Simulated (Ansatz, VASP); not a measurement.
## Cu: VASP beside Ansatz

File INCAR:

```
SYSTEM = Cu
PREC = Accurate
ENCUT = 520
EDIFF = 1E-6
ISMEAR = 0
SIGMA = 0.15
LREAL = .FALSE.
LASPH = .TRUE.
NELM = 80
ALGO = Normal
ISIF = 2
LWAVE = .FALSE.
LCHARG = .FALSE.
GGA = CA
NBANDS = 12
```

File KPOINTS:

```
regular mesh
0
G
  22 22 22
  0 0 0
```

POSCAR

```
Cu
1.0
   -1.4809000000      1.4809000000      1.3075500000
    1.4809000000     -1.4809000000      1.3075500000
    1.4809000000      1.4809000000     -1.3075500000
Cu
1
Direct
    0.0000000000      0.0000000000      0.0000000000
```

Input for Ansatz:

```yaml
crystal:
  lattice:
    - [-1.4809, 1.4809, 1.30755]
    - [1.4809, -1.4809, 1.30755]
    - [1.4809, 1.4809, -1.30755]
  atoms:
    - { symbol: Cu, position: [0.0, 0.0, 0.0] }
basis:
  ecutwfc: 520.0
kpoints:
  mp_grid: { grid: [22, 22, 22] }
hamiltonian:
  xc: lda
  pseudopotentials: { kind: paw, azcp: { folder: soft_1 } }
scf:
  occupations: { method: gaussian, width: 0.15 }
output:
  forces: true
  stress: true
  eigenvalues: true
```

Alike in both runs: task single point; functional LDA; k mesh 22 × 22 × 22; occupations gaussian, width 0.15 eV; no spin polarisation.

```csv
,VASP,Ansatz
version,VASP 6.6.1,Ansatz 0.2.0
potentials or method,"VASP PAW LDA potentials, release 64 (Cu), cutoff 520 eV","scalar-relativistic, plane waves, PAW"
valence electrons in the cell,11,19
```

Ansatz gave:

- gap on the k mesh at the Fermi level (eV): none
- pressure (GPa): -7.6
- traceless stress, the component that is largest in VASP (GPa): 0.80

Q: Estimate VASP's values.

A: gap on the k mesh at the Fermi level (eV): none; pressure (GPa): -6.8; traceless stress, the component that is largest in VASP (GPa): 0.86.

Ansatz warns that its potentials were made for another functional, while VASP's fit it. LDA's correlation is that of Perdew and Zunger in VASP and of Perdew and Wang (1992) in Ansatz. A gap of «none» marks a metal or a gap that the smearing closes. VASP's potentials hold 11 valence electrons a cell and Ansatz's 19, so a difference there can come from the potentials and not from the codes.
